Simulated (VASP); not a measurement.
Runs of VASP 6.6.1 on MgO. The structure is that of space group Fm-3m (No. 225), or close to it. The cells are those of the table. 

```tsv
cell	gap on the mesh (eV)	pressure (GPa)
a = 2.948, b = 2.948, c = 2.941 Å, angles 60.1, 60.1, 59.8°, 2 atoms	4.98	(b)
a = 2.941 Å, angles 60.0°, 2 atoms	5.04	-1.7
a = 2.948 Å, angles 59.7°, 2 atoms	(a)	-1.7
a = 2.956 Å, angles 60.0°, 2 atoms	4.88	-4.2
a = 2.934 Å, angles 60.3°, 2 atoms	5.00	-1.7
```

Alike in all rows: task single point; level LDA; potentials or basis VASP PAW LDA potentials, release 64 (Mg, O); no spin polarisation; k mesh 10 × 10 × 10; cutoff (eV) 520; smearing gaussian 0.01 eV.

Problem. Fill in the values left out.

Solution. (a) 5.01; (b) -2.5.

